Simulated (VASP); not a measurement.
Wanted: the native input for a VASP 6.6.1 run.

```
Task                   : single point
Functional             : PBEsol
Potentials or basis    : VASP PAW PBE potentials, release 64 (Sr_sv, Ti_sv, O)
Cutoff                 : 520 eV
k mesh                 : 8 × 8 × 8
Occupations            : gaussian, width 0.05 eV
Spin                   : no spin polarisation
Dipole correction      : no
Further INCAR settings : ALGO = Normal; EDIFF = 1e-06; NBANDS = 28
```

The structure of SrTiO3 lies in POSCAR:

```
SrTiO3
1.0
    3.8911201355      0.0000000000      0.0000000000
    0.0000000000      3.8911201355      0.0000000000
    0.0000000000      0.0000000000      3.8911201355
Sr Ti O
1 1 3
Direct
    0.0000000000      0.0000000000      0.0000000000
    0.5616788975      0.5000000000      0.5000000000
    0.0000000000      0.5000000000      0.5000000000
    0.5000000000      0.0000000000      0.5000000000
    0.5000000000      0.5000000000      0.0000000000
```

This cell differs from its parent crystal: atom 2 (Ti) moved +0.240 Å along Cartesian [1 0 0].

These files were run (other wordings do the same):

INCAR

```
SYSTEM = SrTiO3
ALGO = Normal
EDIFF = 1E-6
ENCUT = 520
GGA = PS
ISIF = 2
ISMEAR = 0
LASPH = .True.
LCHARG = .False.
LREAL = .False.
LWAVE = .False.
NBANDS = 28
NELM = 60
PREC = Accurate
SIGMA = 0.05
```

KPOINTS

```
k-points
0
Gamma
  8 8 8
  0 0 0
```

Potentials or basis: VASP PAW PBE potentials, release 64 (Sr_sv, Ti_sv, O).

Command:

```sh
$ cat potpaw_PBE.64/Sr_sv/POTCAR potpaw_PBE.64/Ti_sv/POTCAR potpaw_PBE.64/O/POTCAR > POTCAR
$ mpirun -np 1 vasp_std > vasp.out
```

Results of the run:

```yaml
Pressure: 5.1 GPa
Largest_force: 3.275 eV/Å
Band_gap_on_the_k_mesh: 1.88 eV (least direct gap 2.57 eV)
```

Caveat: the cell differs from its parent crystal (atom 2 (Ti) moved +0.240 Å along Cartesian [1 0 0]); the cell stands under pressure; the PAW data sets were made with another functional, which shifts forces and pressure a little.

Run time: 3.2 min on 1 thread of Intel Xeon 8259CL, with other jobs on the host, peak memory 0.26 GiB.
